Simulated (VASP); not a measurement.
# Zr (Fm-3m) in VASP: a series of runs

Runs on Zr. Level: PBE. Tasks: single point.

Program: VASP 6.6.1. These are calculated values, not measurements. Logs are shortened: lines on timing, memory, paths and dates and some standing lists are left out, and cuts for length are marked.

### Step 1. The cell of the first run

It takes space group Fm-3m (No. 225, cubic). Conventional cell: a = 4.510 Å, b = 4.510 Å, c = 4.510 Å, α = 90.00°, β = 90.00°, γ = 90.00°. Zr (site symmetry m-3m) has 12 Zr at 3.19 Å within 4.2 Å.

This isn't the form of Zr at room conditions, which is hcp.

### Step 2. Single point, PBE

INCAR

```
SYSTEM = Zr
  PREC = Accurate
  ENCUT = 520
  EDIFF = 1E-6
  ISMEAR = -1
  SIGMA = 0.28
  LREAL = .FALSE.
  LASPH = .TRUE.
  NELM = 100
  ALGO = Normal
  ISIF = 2
  LWAVE = .FALSE.
  LCHARG = .FALSE.
  GGA = PE
  NBANDS = 12
```

KPOINTS

```
regular mesh
0
G
  16 16 16
  0 0 0
```

POSCAR

```
Zr
1.0
    0.0000000000      2.2550000000      2.2550000000
    2.2550000000      0.0000000000      2.2550000000
    2.2550000000      2.2550000000      0.0000000000
Zr
1
Direct
    0.0000000000      0.0000000000      0.0000000000
```

Potentials or basis: VASP PAW PBE potentials, release 64 (Zr_sv).

Run with:

```console
$ cat potpaw_PBE.64/Zr_sv/POTCAR > POTCAR
$ mpirun -np 1 vasp_std > vasp.out
```

OUTCAR:

```text
SYSTEM = Zr
   PREC = Accurate
   ENCUT = 520
   EDIFF = 1E-6
   ISMEAR = -1
   LREAL = .FALSE.
   LASPH = .TRUE.
   NELM = 100
   ISIF = 2
   GGA = PE

 ion  position               nearest neighbor table
   1  0.000  0.000  0.000-

  LATTYP: Found a face centered cubic cell.
 ALAT       =     4.5100000000

  Lattice vectors:

 A1 = (   0.0000000000,   2.2550000000,   2.2550000000)
 A2 = (   2.2550000000,   0.0000000000,   2.2550000000)
 A3 = (   2.2550000000,   2.2550000000,   0.0000000000)

Analysis of symmetry for initial positions (statically):
=====================================================================
 Subroutine PRICEL returns:
 Original cell was already a primitive cell.

 Routine SETGRP: Setting up the symmetry group for a
 face centered cubic supercell.

 Subroutine GETGRP returns: Found 48 space group operations
 (whereof 48 operations were pure point group operations)
 out of a pool of 48 trial point group operations.

The static configuration has the point symmetry O_h .

Analysis of symmetry for dynamics (positions and initial velocities):
=====================================================================
 Subroutine PRICEL returns:
 Original cell was already a primitive cell.

 Routine SETGRP: Setting up the symmetry group for a
 face centered cubic supercell.

 Subroutine GETGRP returns: Found 48 space group operations
 (whereof 48 operations were pure point group operations)
 out of a pool of 48 trial point group operations.

The dynamic configuration has the point symmetry O_h .

 Subroutine INISYM returns: Found 48 space group operations
 (whereof 48 operations are pure point group operations),
 and found     1 'primitive' translations

----------------------------------------------------------------------------------------

                                     Primitive cell

  volume of cell :      22.9335

  direct lattice vectors                    reciprocal lattice vectors
     0.000000000  2.255000000  2.255000000    -0.221729490  0.221729490  0.221729490
     2.255000000  0.000000000  2.255000000     0.221729490 -0.221729490  0.221729490
     2.255000000  2.255000000  0.000000000     0.221729490  0.221729490 -0.221729490

  length of vectors
     3.189051583  3.189051583  3.189051583     0.384046742  0.384046742  0.384046742

  position of ions in fractional coordinates (direct lattice)
     0.000000000  0.000000000  0.000000000

  ion indices of the primitive-cell ions
   primitive index   ion index
                 1           1

----------------------------------------------------------------------------------------

 KPOINTS: regular mesh

Automatic generation of k-mesh.
 Grid dimensions read from file:
 generate k-points for:   16   16   16

 Generating k-lattice:

  Cartesian coordinates                     Fractional coordinates (reciprocal lattice)
    -0.013858093  0.013858093  0.013858093     0.062500000  0.000000000  0.000000000
     0.013858093 -0.013858093  0.013858093     0.000000000  0.062500000  0.000000000
     0.013858093  0.013858093 -0.013858093     0.000000000  0.000000000  0.062500000

  Length of vectors
     0.024002921  0.024002921  0.024002921

  Shift w.r.t. Gamma in fractional coordinates (k-lattice)
     0.000000000  0.000000000  0.000000000

 Subroutine IBZKPT returns following result:
 ===========================================

 Found    145 irreducible k-points:

 Following reciprocal coordinates:
            Coordinates               Weight
  0.000000  0.000000  0.000000      1.000000
  0.062500  0.000000  0.000000      8.000000
  0.125000  0.000000  0.000000      8.000000
  0.187500  0.000000  0.000000      8.000000
  0.250000  0.000000  0.000000      8.000000
  0.312500  0.000000  0.000000      8.000000
[... 16 lines left out ...]
 -0.125000  0.062500  0.000000     24.000000
 -0.062500  0.062500  0.000000     12.000000
 [... further k-points ...]
   k-points           NKPTS =    145   k-points in BZ     NKDIM =    145   number of bands    NBANDS=     12
   number of dos      NEDOS =    301   number of ions     NIONS =      1
   total plane-waves  NPLWV =  13824
   dimension x,y,z NGX =    24 NGY =   24 NGZ =   24
   dimension x,y,z NGXF=    48 NGYF=   48 NGZF=   48
   ions per type =               1
   NGX,Y,Z   is equivalent  to a cutoff of  12.51, 12.51, 12.51 a.u.
   NGXF,Y,Z  is equivalent  to a cutoff of  25.02, 25.02, 25.02 a.u.
 SYSTEM =  Zr
   PREC   = accura    normal or accurate (medium, high low for compatibility)
   ISTART =      0    job   : 0-new  1-cont  2-samecut
   ICHARG =      2    charge: 1-file 2-atom 10-const
   ISPIN  =      1    spin polarized calculation?
   LNONCOLLINEAR =      F non collinear calculations
   LSORBIT =      F    spin-orbit coupling
   LASPH  =      T    aspherical Exc in radial PAW
   ENCUT  =  520.0 eV  38.22 Ry    6.18 a.u.   5.93  5.93  5.93*2*pi/ulx,y,z
   NELM   =    100;   NELMIN=  2; NELMDL= -5     # of ELM steps
   EDIFF  = 0.1E-05   stopping-criterion for ELM
   LREAL  =      F    real-space projection
   EDIFFG = 0.1E-04   stopping-criterion for IOM
   NSW    =      0    number of steps for IOM
   IBRION =     -1    ionic relax: 0-MD 1-quasi-New 2-CG
   NFREE  =      0    steps in history (QN), initial steepest desc. (CG)
   ISIF   =      2    stress and relaxation
   ISYM   =      2    0-nonsym 1-usesym 2-fastsym
   POTIM  = 0.5000    time-step for ionic-motion
   TEBEG  =    0.0;   TEEND  =   0.0 temperature during run
   PSTRESS=    0.0 pullay stress
   NELECT =      12.0000    total number of electrons
   NUPDOWN=      -1.0000    fix difference up-down
   EMIN   =  10.00;   EMAX   =-10.00  energy-range for DOS
   EFERMI =   0.00;   METHOD = LEGACY
   ISMEAR =    -1;   SIGMA  =   0.28  broadening in eV -4-tet -1-fermi 0-gaus
   EFERMI_NEDOS =   21; number of points for ismear=-14 and -15
   IALGO  =     38    algorithm
   IMIX   =      4    mixing-type and parameters
     AMIX     =   0.40;   BMIX     =  1.00
     AMIX_MAG =   1.60;   BMIX_MAG =  1.00
  volume/ion in A,a.u.               =      22.93       154.76
  Fermi-wavevector in a.u.,A,eV,Ry     =   1.319204  2.492935 23.678216  1.740300
  Thomas-Fermi vector in A             =   2.449119
   LORBIT       =      0    0 simple, 1 ext, 2 COOP (PROOUT), +10 PAW based schemes
   GGA     = PE    functional components
   LHFCALC =     F    Hartree Fock is set to
   AEXX    =    0.0000 exact exchange contribution
   IVDW    =     0    specifies the selected vdW correction
   LEPSILON=     F    determine dielectric tensor
   LRPA    =     F    only Hartree local field effects (RPA)
 non-spin polarized calculation
  energy-cutoff  :      520.00
  volume of cell :       22.93
 maximum number of plane-waves:       636
   NGX = 11   NGY = 11   NGZ = 11

 number of electron      12.0000000 magnetization

 Free energy of the ion-electron system (eV)
  ---------------------------------------------------
  ext. energy  EPLUGINS =         0.00000000
  ---------------------------------------------------
  free energy    TOTEN  =        -8.66752196 eV

  energy without entropy =       -8.30288196  energy(sigma->0) =       -8.48520196

 E-fermi :   9.0363     XC(G=0): -11.1487

 val. band max:        9.0342693219   @ k =   0.5000   0.2500   0.1250
 cond. band min:       9.0485257402   @ k =  -0.3125   0.3125   0.1250
 fundamental gap:      0.0142564183
 Fermi energy:         9.0362992608

 k-point     1 :       0.0000    0.0000    0.0000
  band No.  band energies     occupation
      1     -39.6010      2.00000
      2     -17.0982      2.00000
      3     -17.0982      2.00000
      4     -17.0982      2.00000
      5       3.4777      2.00000
      6      10.0489      0.05234
      7      10.0489      0.05234
      8      10.0489      0.05234
      9      12.5080      0.00001
     10      12.5080      0.00001
     11      19.5845      0.00000
     12      23.8115      0.00000

 k-point     2 :       0.0625    0.0000    0.0000
  band No.  band energies     occupation
      1     -39.5954      2.00000
      2     -17.1392      2.00000
      3     -17.1032      2.00000
      4     -17.1032      2.00000
      5       3.6060      2.00000
      6       9.9293      0.07915
      7      10.1095      0.04238
      8      10.1095      0.04238
      9      12.4463      0.00001
     10      12.4463      0.00001
     11      19.8616      0.00000
     12      23.2449      0.00000

 k-point     3 :       0.1250    0.0000    0.0000
  band No.  band energies     occupation
      1     -39.5794      2.00000
      2     -17.2548      2.00000
      3     -17.1175      2.00000
      4     -17.1175      2.00000
      5       3.9733      2.00000
      6       9.6310      0.21358
      7      10.2603      0.02495
      8      10.2603      0.02495
      9      12.3175      0.00002
     10      12.3175      0.00002
     11      20.5686      0.00000
     12      22.2454      0.00000

 k-point     4 :       0.1875    0.0000    0.0000
  band No.  band energies     occupation
      1     -39.5554      2.00000
      2     -17.4244      2.00000
      3     -17.1388      2.00000
      4     -17.1388      2.00000
      5       4.5230      2.00000
      6       9.2921      0.57259
      7      10.3951      0.01549
      8      10.3951      0.01549
      9      12.2825      0.00002
     10      12.2825      0.00002
     11      20.7581      0.00000
     12      22.0660      0.00000

 k-point     5 :       0.2500    0.0000    0.0000
  band No.  band energies     occupation
      1     -39.5268      2.00000
      2     -17.6194      2.00000
      3     -17.1638      2.00000
      4     -17.1638      2.00000
      5       5.1457      2.00000
      6       9.0707      0.93866
      7      10.3779      0.01646
      8      10.3779      0.01646
      9      12.5207      0.00001
     10      12.5207      0.00001
     11      19.9910      0.00000
     12      22.7845      0.00000
[... 228 lines left out ...]
      1     -39.5135      2.00000
      2     -17.6854      2.00000
      3     -17.2137      2.00000
      4     -17.1612      2.00000
      5       5.4462      1.99999
      6       8.9672      1.12272
      7      10.2457      0.02627
      8      10.4312      0.01363
      9      12.2338      0.00002
     10      13.1628      0.00000
     11      19.9852      0.00000
     12      22.9105      0.00000

 k-point    22 :      -0.1875    0.0625    0.0000
  band No.  band energies     occupation
      1     -39.5421      2.00000
      2     -17.4960      2.00000
      3     -17.1851      2.00000
      4     -17.1361      2.00000
      5       4.8322      2.00000
      6       9.1124      0.86487
      7      10.3781      0.01645
      8      10.5125      0.01021
      9      11.9113      0.00007
     10      12.7309      0.00000
     11      20.7539      0.00000
     12      22.4171      0.00000

 k-point    23 :      -0.1250    0.0625    0.0000
  band No.  band energies     occupation
      1     -39.5677      2.00000
      2     -17.3229      2.00000
      3     -17.1552      2.00000
      4     -17.1163      2.00000
      5       4.2460      2.00000
      6       9.4182      0.40722
      7      10.3557      0.01781
      8      10.3805      0.01631
      9      11.9709      0.00006
     10      12.5383      0.00001
     11      21.0486      0.00000
     12      21.9917      0.00000

 k-point    24 :      -0.0625    0.0625    0.0000
  band No.  band energies     occupation
      1     -39.5864      2.00000
      2     -17.1966      2.00000
      3     -17.1265      2.00000
      4     -17.1047      2.00000
      5       3.8144      2.00000
      6       9.7358      0.15197
      7      10.1979      0.03108
      8      10.2239      0.02837
      9      12.2171      0.00002
     10      12.5014      0.00001
     11      20.2949      0.00000
     12      22.7570      0.00000

 [... further k-points ...]

------------------------ aborting loop because EDIFF is reached ----------------------------------------

  FORCE on cell =-STRESS in cart. coord.  units (eV):
  Direction    XX          YY          ZZ          XY          YZ          ZX
  --------------------------------------------------------------------------------------
  -------------------------------------------------------------------------------------
  Total        0.3853955      0.3853955      0.3853955      0.0000000     -0.0000000      0.0000000
  in kB       26.9244989     26.9244989     26.9244989      0.0000000     -0.0000000      0.0000000
  external PRESSURE =      26.9244989 kB  Pullay stress =       0.0000000 kB

 VOLUME and BASIS-vectors are now :
 -----------------------------------------------------------------------------
  energy-cutoff  :      520.00
  volume of cell :       22.93
      direct lattice vectors                 reciprocal lattice vectors
     0.000000000  2.255000000  2.255000000    -0.221729490  0.221729490  0.221729490
     2.255000000  0.000000000  2.255000000     0.221729490 -0.221729490  0.221729490
     2.255000000  2.255000000  0.000000000     0.221729490  0.221729490 -0.221729490

 POSITION                                       TOTAL-FORCE (eV/Angst)
 -----------------------------------------------------------------------------------
      0.00000      0.00000      0.00000        -0.000000      0.000000     -0.000000
 -----------------------------------------------------------------------------------
    total drift:                               -0.000000      0.000000      0.000000

  FREE ENERGIE OF THE ION-ELECTRON SYSTEM (eV)
  ---------------------------------------------------
  free  energy   TOTEN  =        -8.6675219571 eV

  energy  without entropy=       -8.3028819649  energy(sigma->0) =       -8.48520196
```

Run time: 41 s. Hardware: 1 thread of Intel Xeon 8259CL, shared host; peak memory 0.16 GiB.

Results:

```yaml
Free_energy: -8.6675 eV
Pressure: 2.7 GPa
Band_gap_on_the_k_mesh: zero (bands 6 and 7 overlap by 1.38 eV)
```

Caveat: so wide a smearing shifts energies and pressures.

### Step 3. Single point, PBE

INCAR

```
SYSTEM = Zr
  PREC = Accurate
  ENCUT = 520
  EDIFF = 1E-6
  ISMEAR = 0
  SIGMA = 0.2
  LREAL = .False.
  LASPH = .True.
  NELM = 60
  ALGO = Normal
  ISIF = 2
  LWAVE = .False.
  LCHARG = .True.
  GGA = PE
  LELF = .True.
  LVHAR = .True.
  NBANDS = 12
```

KPOINTS

```
regular mesh
0
Gamma
  16 16 16
  0 0 0
```

POSCAR is that of step 2.

Potentials or basis: VASP PAW PBE potentials, release 64 (Zr_sv).

Run with:

```console
$ cat potpaw_PBE.64/Zr_sv/POTCAR > POTCAR
$ mpirun -np 1 vasp_std > vasp.out
```

It took 42 s on 1 thread of Intel Xeon 8259CL, shared host; peak memory 0.16 GiB.

Results (log left out):

- Free energy: -8.4954 eV
- Pressure: 1.2 GPa
- Band gap on the k mesh: zero (bands 6 and 7 overlap by 1.38 eV)

Levels at points of the mesh, in eV from the Fermi level:
```
           k point  band 4  band 5  band 6  band 7  band 8  band 9
(0.00, 0.00, 0.00)  -26.17   -5.58    0.98    0.98    0.98    3.44
(0.50, 0.00, 0.00)  -26.30   -2.97    0.80    0.80    1.16    5.26
(0.50, 0.50, 0.00)  -26.53   -3.03   -2.23    3.07    5.27    5.78
```

(Continued in part 2 of 2.)
